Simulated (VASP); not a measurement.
# TaN: single point with PBE-based screened hybrid with 35 % exact exchange

The system is TaN.

```
Ta N
1.0
     0.00000    2.21132    2.21132
     2.21132    0.00000    2.21132
     2.21132    2.21132    0.00000
Ta N
1 1
Direct
  0.50000 0.50000 0.50000
  0.00000 0.00000 0.00000
```

| Item | Value |
| --- | --- |
| Program | VASP 6.6.1 |
| Task | single point |
| Functional | PBE-based screened hybrid with 35 % exact exchange |
| Potentials or basis | VASP PAW PBE potentials, release 64 (Ta_pv, N) |
| Cutoff | 520 eV |
| k mesh | 6 × 6 × 6 |
| Occupations | fermi-dirac, width 0.05 eV |
| Spin | no spin polarisation |
| Dipole correction | no |
| Grid for exact exchange (PRECFOCK) | Normal |
| Share of exact exchange | 0.35 |
| Further INCAR settings | ALGO = Normal; EDIFF = 1e-07; NBANDS = 15 |
| Screening parameter | 0.20787 1/Å |

| Property | Result |
| --- | --- |
| Pressure | -13.4 GPa |
| Band gap on the k mesh | zero (bands 8 and 9 overlap by 4.83 eV) |

Levels at points of the mesh, in eV from the Fermi level:
```
           k point  band 5  band 6  band 7  band 8  band 9  band 10  band 11  band 12
(0.00, 0.00, 0.00)   -4.96   -4.96   -4.96   -2.59   -2.59    -2.59     0.49     0.49
(0.50, 0.00, 0.00)  -12.33   -9.13   -9.13    2.24    2.24     2.40     4.09     8.72
(0.50, 0.50, 0.00)   -8.33   -6.54   -6.00   -6.00    2.71     4.12     4.12     5.36
```

Wall time 57 min on 1 thread of Intel Xeon 8259CL, on a shared host, peak memory 0.26 GiB.

Caveat: the k points lie up to 0.41 Å⁻¹ apart, too coarse for converged energies and pressures of a metal; the PAW data sets were made with another functional, which shifts forces and pressure a little; spin-orbit coupling is left out, which moves the levels of the heavy elements.
